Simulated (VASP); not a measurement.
# SbS4: relaxation of cell and atoms with PBE

The system is SbS4.

```
CELL_PARAMETERS angstrom
-3.10306 3.10306 3.10306
3.10306 -3.10306 3.10306
3.10306 3.10306 -3.10306
ATOMIC_POSITIONS crystal
Sb 0.00000 0.00000 0.00000
S 0.50000 0.50000 0.50000
S 0.00000 0.00000 0.50000
S 0.00000 0.50000 0.00000
S 0.50000 0.00000 0.00000
```

```yaml
Program: VASP 6.6.1
Task: relaxation of cell and atoms
Functional: PBE
Potentials_or_basis: VASP PAW PBE potentials, release 64 (Sb, S)
Cutoff: 600 eV
k_mesh: 4 × 4 × 4
Occupations: gaussian, width 0.1 eV
Spin: no spin polarisation
Dipole_correction: no
Further_INCAR_settings: ALGO = Normal; EDIFF = 1e-06; IBRION = 2; EDIFFG = -0.04; NSW = 90; ISIF = 3
```

| Quantity | Value |
| --- | --- |
| Relaxed volume | 23.51 Å³/atom |
| Relaxed cell | a = 5.345 Å, b = 5.345 Å, c = 5.345 Å, α = 109.47°, β = 109.47°, γ = 109.47° |
| Space group after relaxing (to 0.05 Å) | Im-3m (No. 229) |
| Energy gained by relaxing | 0.8 meV/atom |
| Ionic steps | 2 |
| Pressure after relaxing | 0.1 GPa |

The path:
```tsv
step	energy change (eV)	largest force (eV/Å)	pressure (GPa)	volume (Å³)
1	0.0000	0.0000	-0.76	119.52
2	-0.0038	0.0000	0.15	117.57
```

Final structure:
```
CELL_PARAMETERS angstrom
-3.08616 3.08616 3.08616
3.08616 -3.08616 3.08616
3.08616 3.08616 -3.08616
ATOMIC_POSITIONS crystal
Sb 0.00000 0.00000 0.00000
S 0.50000 0.50000 0.50000
S 0.00000 0.00000 0.50000
S 0.00000 0.50000 0.00000
S 0.50000 0.00000 0.00000
```

Levels at points of the mesh, in eV from the Fermi level:
| k point | band 11 | band 12 | band 13 | band 14 | band 15 | band 16 | band 17 | band 18 |
| --- | --- | --- | --- | --- | --- | --- | --- | --- |
| (0.00, 0.00, 0.00) | -3.31 | -0.14 | -0.14 | -0.14 | 0.28 | 1.57 | 1.57 | 4.02 |
| (0.50, 0.00, 0.00) | -2.17 | -2.05 | -1.11 | -1.08 | -0.14 | 0.59 | 0.69 | 1.10 |
| (0.50, 0.50, 0.50) | 0.32 | 0.32 | 0.32 | 0.64 | 0.64 | 0.64 | 1.00 | 1.00 |

Wall time 28 s on 1 thread of Intel(R) Xeon(R) Platinum 8488C (Sapphire Rapids), on a shared host, peak memory 0.33 GiB.

Caveat: spin-orbit coupling is left out, which moves the levels of the heavy elements.
